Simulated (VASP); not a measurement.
Runs of VASP 6.6.1 on Ti. The structure is hexagonal, space group P6/mmm (No. 191). The conventional cell has a = 4.600 Å, b = 4.600 Å, c = 2.820 Å, α = 90.00°, β = 90.00°, γ = 120.00°. Within 3.7 Å of Ti (site symmetry 6/mmm) lie 14 Ti at 2.82 to 3.01 Å. Within 3.5 Å of Ti (site symmetry -6m2) lie 11 Ti at 2.66 to 3.01 Å. 

```tsv
k mesh	gap on the mesh (eV)	pressure (GPa)
5 × 5 × 7	-	(a)
3 × 3 × 4	none	-1.9
4 × 4 × 5	none	-1.0
4 × 4 × 6	none	-1.0
```

Alike in all rows: task single point; level r2SCAN; potentials or basis VASP PAW PBE potentials, release 64 (Ti_sv); no spin polarisation; cell as given; cutoff (eV) 520; smearing methfessel-paxton 0.1 eV.

**Question.** Fill in the values left out.

**Answer.** (a) -0.7.

Caveats: some runs use coarse meshes; the PAW data sets were made with another functional, which shifts forces and pressure a little.

A gap of «none» marks levels without a gap at the run's occupations.
